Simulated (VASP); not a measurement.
A run of VASP 6.6.1 is set up as follows.

Contents of INCAR:

```
SYSTEM = InAg3
PREC = Accurate
ENCUT = 500
EDIFF = 1E-6
ISMEAR = -1
SIGMA = 0.05
LREAL = .False.
LASPH = .True.
NELM = 120
ALGO = Normal
ISIF = 2
LWAVE = .False.
LCHARG = .False.
GGA = CA
NBANDS = 31
GGA_COMPAT = .False.
```

The input KPOINTS:

```
Automatic mesh
0
Gamma
  10 10 3
  0 0 0
```

File POSCAR:

```
InAg3
1.0
    1.5519040000     -2.5961510000      0.0000000000
    1.5519040000      2.5961510000      0.0000000000
    0.0000000000      0.0000000000      9.8599540000
In Ag
1 3
Direct
    0.0000000000      0.0000000000      0.0000000000
    0.5000000000      0.5000000000      0.2571290000
    0.0000000000      0.0000000000      0.5000000000
    0.5000000000      0.5000000000      0.7428710000
```

Potentials or basis: VASP PAW LDA potentials, release 64 (In_d, Ag).

The run is started by

```sh
$ cat potpaw_LDA.64/In_d/POTCAR potpaw_LDA.64/Ag/POTCAR > POTCAR
$ mpirun -np 1 vasp_std > vasp.out
```

(1) What does it give for the largest force?

(2) Predict the pressure.

## Answers

(1) 0.157 eV/Å.

(2) -9.0 GPa.
